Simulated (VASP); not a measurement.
# Ga (C2/c) in VASP: a series of runs, part 2 of 3

VASP 6.6.1. The steps go on from the part before.

### Step 3. Single point, PBEsol

This run uses another cell than the first one, of 17.97 Å³/atom.

INCAR

```
SYSTEM = Ga
PREC = Accurate
ENCUT = 520
EDIFF = 1E-6
ISMEAR = -1
SIGMA = 0.15
LREAL = .False.
LASPH = .True.
NELM = 60
ALGO = Fast
ISIF = 2
LWAVE = .False.
LCHARG = .True.
GGA = PS
LELF = .True.
LVHAR = .True.
NBANDS = 20
```

KPOINTS

```
Automatic mesh
0
Gamma
  16 16 12
  0 0 0
```

POSCAR

```
Ga
1.0
    1.3725535572     -3.9743130866     -0.0159773887
    1.3725535572      3.9743130866     -0.0159773887
   -0.1552331944      0.0000000000      3.2954833421
Ga
2
Direct
    0.8662532749      0.1337467251      0.2500000000
    0.1337467251      0.8662532749      0.7500000000
```

Potentials or basis: VASP PAW PBE potentials, release 64 (Ga_d).

Command:

```console
> cat potpaw_PBE.64/Ga_d/POTCAR > POTCAR
> mpirun -np 1 vasp_std > vasp.out
```

OUTCAR:

```text
SYSTEM = Ga
   PREC = Accurate
   ENCUT = 520
   EDIFF = 1E-6
   ISMEAR = -1
   LREAL = .False.
   LASPH = .True.
   NELM = 60
   ISIF = 2
   GGA = PS

 ion  position               nearest neighbor table
   1  0.866  0.134  0.250-   2 2.69   2 2.69   2 2.78   2 2.78   2 2.88   2 2.88
   2  0.134  0.866  0.750-   1 2.69   1 2.69   1 2.78   1 2.78   1 2.88   1 2.88

  LATTYP: Found a base centered monoclinic cell.
 ALAT       =     2.7452930950
 B/A-ratio  =     2.8953652299
 C/A-ratio  =     1.2017432453
 COS(beta)  =    -0.0586764228

  Lattice vectors:

 A1 = (   1.3725535572,  -3.9743130866,  -0.0159773887)
 A2 = (   1.3725535572,   3.9743130866,  -0.0159773887)
 A3 = (  -0.1552331944,   0.0000000000,   3.2954833421)

Analysis of symmetry for initial positions (statically):
=====================================================================
 Subroutine PRICEL returns:
 Original cell was already a primitive cell.

 Routine SETGRP: Setting up the symmetry group for a
 base centered monoclinic supercell.

[... 162 lines left out ...]
  ext. energy  EPLUGINS =         0.00000000
  ---------------------------------------------------
  free energy    TOTEN  =        -6.70978541 eV

  energy without entropy =       -6.65885375  energy(sigma->0) =       -6.68431958

 E-fermi :   5.8263     XC(G=0): -11.3562

 val. band max:        5.8253420658   @ k =   0.2500   0.1250   0.2500
 cond. band min:       5.8268761119   @ k =  -0.0625  -0.2500   0.3333
 fundamental gap:      0.0015340461
 Fermi energy:         5.8262606167

 k-point     1 :       0.0000    0.0000    0.0000
  band No.  band energies     occupation
      1      -9.3419      2.00000
      2      -9.3398      2.00000
      3      -9.2820      2.00000
      4      -9.2810      2.00000
      5      -8.9876      2.00000
      6      -8.9866      2.00000
[... 541 lines left out ...]
     19      16.8533      0.00000
     20      18.5767      0.00000

 [... further k-points ...]

------------------------ aborting loop because EDIFF is reached ----------------------------------------

  FORCE on cell =-STRESS in cart. coord.  units (eV):
  Direction    XX          YY          ZZ          XY          YZ          ZX
  --------------------------------------------------------------------------------------
  -------------------------------------------------------------------------------------
  Total        0.0287197      0.0251172      0.0230844      0.0000000      0.0000000     -0.0003333
  in kB        1.2805256      1.1198998      1.0292627      0.0000000      0.0000000     -0.0148609
  external PRESSURE =       1.1432294 kB  Pullay stress =       0.0000000 kB

 VOLUME and BASIS-vectors are now :
 -----------------------------------------------------------------------------
  energy-cutoff  :      520.00
  volume of cell :       35.93
      direct lattice vectors                 reciprocal lattice vectors
     1.372553557 -3.974313087 -0.015977389     0.364484368 -0.125807904  0.017168975
     1.372553557  3.974313087 -0.015977389     0.364484368  0.125807904  0.017168975
    -0.155233194  0.000000000  3.295483342     0.003534236  0.000000000  0.303612104

 POSITION                                       TOTAL-FORCE (eV/Angst)
 -----------------------------------------------------------------------------------
      1.33375     -2.91121      0.80789        -0.000000      0.000823     -0.000000
      1.25613      2.91121      2.45564         0.000000     -0.000823      0.000000
 -----------------------------------------------------------------------------------
    total drift:                               -0.000000     -0.000000     -0.000000

  FREE ENERGIE OF THE ION-ELECTRON SYSTEM (eV)
  ---------------------------------------------------
  free  energy   TOTEN  =        -6.7097854141 eV

  energy  without entropy=       -6.6588537503  energy(sigma->0) =       -6.68431958
```

OSZICAR:

```text
N       E                     dE             d eps       ncg     rms          rms(c)
DAV:   1     0.130139892995E+03    0.13014E+03   -0.13125E+04 34940   0.249E+03
DAV:   2     0.445285794766E+01   -0.12569E+03   -0.12254E+03 34208   0.383E+02
DAV:   3    -0.664020518674E+01   -0.11093E+02   -0.11038E+02 37120   0.943E+01
DAV:   4    -0.680159053979E+01   -0.16139E+00   -0.16130E+00 37980   0.126E+01
DAV:   5    -0.680432958217E+01   -0.27390E-02   -0.27389E-02 37760   0.160E+00    0.160E+00
RMM:   6    -0.672529455087E+01    0.79035E-01   -0.13620E-01 44545   0.449E+00    0.771E-01
RMM:   7    -0.671150910215E+01    0.13785E-01   -0.33331E-02 46430   0.177E+00    0.232E-01
RMM:   8    -0.670972334623E+01    0.17858E-02   -0.38676E-03 48473   0.591E-01    0.191E-02
RMM:   9    -0.670976789671E+01   -0.44550E-04   -0.64311E-04 47023   0.313E-01    0.128E-02
RMM:  10    -0.670978331903E+01   -0.15422E-04   -0.19429E-04 55430   0.131E-01    0.495E-03
RMM:  11    -0.670978518786E+01   -0.18688E-05   -0.17792E-05 43289   0.373E-02    0.221E-03
RMM:  12    -0.670978541409E+01   -0.22622E-06   -0.38793E-06 29085   0.215E-02
   1 F= -.67097854E+01 E0= -.66843196E+01  d E =-.509317E-01
```

It took 5.2 min on 1 thread of Intel Xeon 6975P-C (Granite Rapids), shared host; peak memory 0.55 GiB.

What came out:

```yaml
Free_energy: -6.7098 eV
Pressure: 0.1 GPa
Band_gap_on_the_k_mesh: zero (bands 13 and 14 overlap by 8.65 eV)
```

Levels at points of the mesh, in eV from the Fermi level:
```
           k point  band 9  band 10  band 11  band 12  band 13  band 14  band 15  band 16  band 17  band 18
(0.00, 0.00, 0.00)  -14.75   -14.61   -11.52    -2.15    -1.50     1.60     5.44     9.68    10.46    10.74
(0.50, 0.00, 0.00)  -14.68   -14.63    -6.15    -5.27    -1.46     0.11     5.70     7.05     8.25     9.52
(0.50, 0.50, 0.00)  -14.71   -14.67    -9.45    -8.66     3.90     4.82     5.99     6.24     7.59    11.11
(0.00, 0.00, 0.50)  -14.68   -14.68    -7.97    -7.97     1.68     1.68     2.61     2.61    11.71    11.71
(0.50, 0.00, 0.50)  -14.63   -14.63    -3.04    -2.96    -1.75    -1.43     1.61     2.52     4.17     4.94
(0.50, 0.50, 0.50)  -14.76   -14.76    -6.12    -6.12    -4.53    -4.53    10.83    10.83    12.20    12.20
```

Caveat: the PAW data sets were made with another functional, which shifts forces and pressure a little.

### Step 4. Single point, PBEsol (18.45 Å³/atom)

This run uses another cell than the first one, of 18.45 Å³/atom.

INCAR

```
ALGO = Fast ; EDIFF = 1E-6
ENCUT = 520 ; GGA = PS
ISIF = 2 ; ISMEAR = 0
LASPH = True ; LCHARG = True
LELF = True ; LREAL = False
LVHAR = True ; LWAVE = False
NBANDS = 20 ; NELM = 60
PREC = Accurate ; SIGMA = 0.1
```

KPOINTS

```
k-points
0
Gamma
  16 16 12
```

POSCAR

```
Ga
1.0
    1.3843667427     -3.9945010615     -0.0239111884
    1.3843667427      3.9945010615     -0.0239111884
   -0.1750642631      0.0000000000      3.3399491839
Ga
2
Direct
    0.8660459096      0.1339540904      0.2500000000
    0.1339540904      0.8660459096      0.7500000000
```

Potentials or basis: VASP PAW PBE potentials, release 64 (Ga_d).

Command:

```console
> cat potpaw_PBE.64/Ga_d/POTCAR > POTCAR
> mpirun -np 1 vasp_std > vasp.out
```

OUTCAR:

```text
EDIFF = 1E-6
   ENCUT = 520
   GGA = PS
   ISIF = 2
   ISMEAR = 0
   LASPH = True
   LREAL = False
   NELM = 60
   PREC = Accurate

 ion  position               nearest neighbor table
   1  0.866  0.134  0.250-   2 2.72   2 2.72   2 2.80   2 2.80   2 2.91   2 2.91
   2  0.134  0.866  0.750-   1 2.72   1 2.72   1 2.80   1 2.80   1 2.91   1 2.91

  LATTYP: Found a base centered monoclinic cell.
 ALAT       =     2.7691464557
 B/A-ratio  =     2.8850052718
 C/A-ratio  =     1.2077851818
 COS(beta)  =    -0.0695816308

  Lattice vectors:

 A1 = (   1.3843667427,  -3.9945010615,  -0.0239111884)
 A2 = (   1.3843667427,   3.9945010615,  -0.0239111884)
 A3 = (  -0.1750642631,   0.0000000000,   3.3399491839)

Analysis of symmetry for initial positions (statically):
=====================================================================
 Subroutine PRICEL returns:
 Original cell was already a primitive cell.

 Routine SETGRP: Setting up the symmetry group for a
 base centered monoclinic supercell.

 Subroutine GETGRP returns: Found  4 space group operations
 (whereof  2 operations were pure point group operations)
 out of a pool of  4 trial point group operations.

The static configuration has the point symmetry S_2 .
 The point group associated with its full space group is C_2h.

Analysis of symmetry for dynamics (positions and initial velocities):
=====================================================================
 Subroutine PRICEL returns:
 Original cell was already a primitive cell.

 Routine SETGRP: Setting up the symmetry group for a
 base centered monoclinic supercell.

 Subroutine GETGRP returns: Found  4 space group operations
 (whereof  2 operations were pure point group operations)
 out of a pool of  4 trial point group operations.

The dynamic configuration has the point symmetry S_2 .
 The point group associated with its full space group is C_2h.

 Subroutine INISYM returns: Found  4 space group operations
 (whereof  2 operations are pure point group operations),
 and found     1 'primitive' translations

----------------------------------------------------------------------------------------

                                     Primitive cell

  volume of cell :      36.9054

  direct lattice vectors                    reciprocal lattice vectors
     1.384366743 -3.994501061 -0.023911188     0.361503249 -0.125172078  0.018948282
     1.384366743  3.994501061 -0.023911188     0.361503249  0.125172078  0.018948282
    -0.175064263  0.000000000  3.339949184     0.005176110  0.000000000  0.299677060

  length of vectors
     4.227656769  4.227656769  3.344534055     0.383029615  0.383029615  0.299721758

  position of ions in fractional coordinates (direct lattice)
     0.866045910  0.133954090  0.250000000
     0.133954090  0.866045910  0.750000000

  ion indices of the primitive-cell ions
   primitive index   ion index
                 1           1
                 2           2

----------------------------------------------------------------------------------------

 KPOINTS: k-points

Automatic generation of k-mesh.
 Grid dimensions read from file:
 generate k-points for:   16   16   12

 Generating k-lattice:

  Cartesian coordinates                     Fractional coordinates (reciprocal lattice)
     0.022593953 -0.007823255  0.001184268     0.062500000  0.000000000  0.000000000
     0.022593953  0.007823255  0.001184268     0.000000000  0.062500000  0.000000000
     0.000431343  0.000000000  0.024973088     0.000000000  0.000000000  0.083333333

  Length of vectors
     0.023939351  0.023939351  0.024976813

  Shift w.r.t. Gamma in fractional coordinates (k-lattice)
     0.000000000  0.000000000  0.000000000

 Subroutine IBZKPT returns following result:
 ===========================================

 Found    826 irreducible k-points:

 Following reciprocal coordinates:
            Coordinates               Weight
  0.000000  0.000000  0.000000      1.000000
  0.062500 -0.000000  0.000000      4.000000
  0.125000 -0.000000  0.000000      4.000000
  0.187500  0.000000  0.000000      4.000000
  0.250000 -0.000000  0.000000      4.000000
  0.312500 -0.000000 -0.000000      4.000000
[... 16 lines left out ...]
 -0.125000  0.062500 -0.000000      4.000000
 -0.062500  0.062500  0.000000      2.000000
 [... further k-points ...]
   k-points           NKPTS =    826   k-points in BZ     NKDIM =    826   number of bands    NBANDS=     20
   number of dos      NEDOS =    301   number of ions     NIONS =      2
   total plane-waves  NPLWV =  28672
   dimension x,y,z NGX =    32 NGY =   32 NGZ =   28
   dimension x,y,z NGXF=    64 NGYF=   64 NGZF=   56
   ions per type =               2
   NGX,Y,Z   is equivalent  to a cutoff of  12.58, 12.58, 13.92 a.u.
   NGXF,Y,Z  is equivalent  to a cutoff of  25.17, 25.17, 27.84 a.u.
 SYSTEM =  unknown system
   PREC   = accura    normal or accurate (medium, high low for compatibility)
   ISTART =      0    job   : 0-new  1-cont  2-samecut
   ICHARG =      2    charge: 1-file 2-atom 10-const
   ISPIN  =      1    spin polarized calculation?
   LNONCOLLINEAR =      F non collinear calculations
   LSORBIT =      F    spin-orbit coupling
   LASPH  =      T    aspherical Exc in radial PAW
   ENCUT  =  520.0 eV  38.22 Ry    6.18 a.u.   7.86  7.86  6.22*2*pi/ulx,y,z
   NELM   =     60;   NELMIN=  2; NELMDL= -5     # of ELM steps
   EDIFF  = 0.1E-05   stopping-criterion for ELM
   LREAL  =      F    real-space projection
   EDIFFG = 0.1E-04   stopping-criterion for IOM
   NSW    =      0    number of steps for IOM
   IBRION =     -1    ionic relax: 0-MD 1-quasi-New 2-CG
   NFREE  =      0    steps in history (QN), initial steepest desc. (CG)
   ISIF   =      2    stress and relaxation
   ISYM   =      2    0-nonsym 1-usesym 2-fastsym
   POTIM  = 0.5000    time-step for ionic-motion
   TEBEG  =    0.0;   TEEND  =   0.0 temperature during run
   PSTRESS=    0.0 pullay stress
   NELECT =      26.0000    total number of electrons
   NUPDOWN=      -1.0000    fix difference up-down
   EMIN   =  10.00;   EMAX   =-10.00  energy-range for DOS
   EFERMI =   0.00;   METHOD = LEGACY
   ISMEAR =     0;   SIGMA  =   0.10  broadening in eV -4-tet -1-fermi 0-gaus
   EFERMI_NEDOS =   21; number of points for ismear=-14 and -15
   IALGO  =     68    algorithm
   IMIX   =      4    mixing-type and parameters
     AMIX     =   0.40;   BMIX     =  1.00
     AMIX_MAG =   1.60;   BMIX_MAG =  1.00
  volume/ion in A,a.u.               =      18.45       124.53
  Fermi-wavevector in a.u.,A,eV,Ry     =   1.456697  2.752758 28.871101  2.121966
  Thomas-Fermi vector in A             =   2.573585
   LORBIT       =      0    0 simple, 1 ext, 2 COOP (PROOUT), +10 PAW based schemes
   GGA     = PS    functional components
   LHFCALC =     F    Hartree Fock is set to
   AEXX    =    0.0000 exact exchange contribution
   IVDW    =     0    specifies the selected vdW correction
   LEPSILON=     F    determine dielectric tensor
   LRPA    =     F    only Hartree local field effects (RPA)
 non-spin polarized calculation
 RMM-DIIS sequential band-by-band and
 Gauss-broadening in eV      SIGMA  =   0.10
  energy-cutoff  :      520.00
  volume of cell :       36.91
 maximum number of plane-waves:      1007
   NGX = 15   NGY = 15   NGZ = 13

 number of electron      26.0000006 magnetization

 Free energy of the ion-electron system (eV)
  ---------------------------------------------------
  ext. energy  EPLUGINS =         0.00000000
  ---------------------------------------------------
  free energy    TOTEN  =        -6.68169703 eV

  energy without entropy =       -6.67852410  energy(sigma->0) =       -6.68011056

 E-fermi :   5.5741     XC(G=0): -11.2208

 val. band max:        5.5740333932   @ k =   0.3750   0.0000   0.2500
 cond. band min:       5.5750211620   @ k =  -0.4375   0.0625   0.5000
 fundamental gap:      0.0009877688
 Fermi energy:         5.5740711795

 k-point     1 :       0.0000    0.0000    0.0000
  band No.  band energies     occupation
      1      -9.5598      2.00000
      2      -9.5563      2.00000
      3      -9.5022      2.00000
      4      -9.4994      2.00000
      5      -9.2288      2.00000
      6      -9.2252      2.00000
[... 12 lines left out ...]
     19      16.3367      0.00000
[... 513 lines left out ...]
      4      -9.4818      2.00000
      5      -9.2321      2.00000
      6      -9.2315      2.00000
[... 12 lines left out ...]
     19      16.4262      0.00000
     20      18.1753      0.00000

 [... further k-points ...]

------------------------ aborting loop because EDIFF is reached ----------------------------------------

  FORCE on cell =-STRESS in cart. coord.  units (eV):
  Direction    XX          YY          ZZ          XY          YZ          ZX
  --------------------------------------------------------------------------------------
  -------------------------------------------------------------------------------------
  Total       -0.3514522     -0.3827398     -0.3596448      0.0000000      0.0000000      0.0120060
  in kB      -15.2576148    -16.6159047    -15.6132816      0.0000000      0.0000000      0.5212191
  external PRESSURE =     -15.8289337 kB  Pullay stress =       0.0000000 kB

 VOLUME and BASIS-vectors are now :
 -----------------------------------------------------------------------------
  energy-cutoff  :      520.00
  volume of cell :       36.91
      direct lattice vectors                 reciprocal lattice vectors
     1.384366743 -3.994501061 -0.023911188     0.361503249 -0.125172078  0.018948282
     1.384366743  3.994501061 -0.023911188     0.361503249  0.125172078  0.018948282
    -0.175064263  0.000000000  3.339949184     0.005176110  0.000000000  0.299677060

 POSITION                                       TOTAL-FORCE (eV/Angst)
 -----------------------------------------------------------------------------------
      1.34060     -2.92434      0.81108         0.000000     -0.002233     -0.000000
      1.25307      2.92434      2.48105        -0.000000      0.002233      0.000000
 -----------------------------------------------------------------------------------
    total drift:                                0.000000     -0.000000      0.000000

  FREE ENERGIE OF THE ION-ELECTRON SYSTEM (eV)
  ---------------------------------------------------
  free  energy   TOTEN  =        -6.6816970312 eV

  energy  without entropy=       -6.6785240970  energy(sigma->0) =       -6.68011056
```

OSZICAR:

```text
N       E                     dE             d eps       ncg     rms          rms(c)
DAV:   1     0.130440522272E+03    0.13044E+03   -0.13188E+04 34900   0.246E+03
DAV:   2     0.461918414354E+01   -0.12582E+03   -0.12267E+03 34044   0.383E+02
DAV:   3    -0.660195047646E+01   -0.11221E+02   -0.11167E+02 37188   0.944E+01
DAV:   4    -0.676889804852E+01   -0.16695E+00   -0.16685E+00 37940   0.127E+01
DAV:   5    -0.677171500093E+01   -0.28170E-02   -0.28168E-02 37668   0.162E+00    0.155E+00
RMM:   6    -0.669627051349E+01    0.75444E-01   -0.13237E-01 44740   0.441E+00    0.750E-01
RMM:   7    -0.668332010042E+01    0.12950E-01   -0.32671E-02 46497   0.174E+00    0.227E-01
RMM:   8    -0.668163833900E+01    0.16818E-02   -0.35849E-03 48255   0.580E-01    0.192E-02
RMM:   9    -0.668168013424E+01   -0.41795E-04   -0.61571E-04 48159   0.309E-01    0.126E-02
RMM:  10    -0.668169496849E+01   -0.14834E-04   -0.18640E-04 55632   0.128E-01    0.504E-03
RMM:  11    -0.668169684114E+01   -0.18726E-05   -0.17055E-05 42954   0.363E-02    0.203E-03
RMM:  12    -0.668169703115E+01   -0.19001E-06   -0.36975E-06 28563   0.212E-02
   1 F= -.66816970E+01 E0= -.66801106E+01  d E =-.317293E-02
```

It took 8.8 min on 1 thread of AMD EPYC 7R13 (Zen 3), shared host; peak memory 0.52 GiB.

What came out:

* Free energy: -6.6817 eV
* Pressure: -1.6 GPa
* Band gap on the k mesh: zero (bands 13 and 14 overlap by 8.34 eV)

Forces on the atoms (eV/Å):
```
Ga   0.000 -0.002  0.000
Ga   0.000  0.002  0.000
```

Levels at points of the mesh, in eV from the Fermi level:
| k point | band 9 | band 10 | band 11 | band 12 | band 13 | band 14 | band 15 | band 16 | band 17 | band 18 |
| --- | --- | --- | --- | --- | --- | --- | --- | --- | --- | --- |
| (0.00, 0.00, 0.00) | -14.74 | -14.61 | -11.32 | -2.02 | -1.52 | 1.49 | 5.30 | 9.51 | 10.21 | 10.58 |
| (0.50, 0.00, 0.00) | -14.67 | -14.63 | -6.07 | -5.15 | -1.37 | 0.11 | 5.39 | 6.97 | 7.88 | 9.29 |
| (0.50, 0.50, 0.00) | -14.71 | -14.67 | -9.28 | -8.49 | 3.74 | 4.66 | 5.75 | 6.01 | 7.49 | 11.07 |
| (0.00, 0.00, 0.50) | -14.67 | -14.67 | -7.88 | -7.88 | 1.69 | 1.69 | 2.60 | 2.60 | 11.38 | 11.38 |
| (0.50, 0.00, 0.50) | -14.63 | -14.63 | -3.06 | -3.05 | -1.68 | -1.41 | 1.54 | 2.58 | 4.08 | 4.96 |
| (0.50, 0.50, 0.50) | -14.75 | -14.75 | -6.09 | -6.09 | -4.40 | -4.40 | 10.51 | 10.51 | 12.06 | 12.06 |

Caveat: the PAW data sets were made with another functional, which shifts forces and pressure a little.

(Part 2 of 3 ends here.)
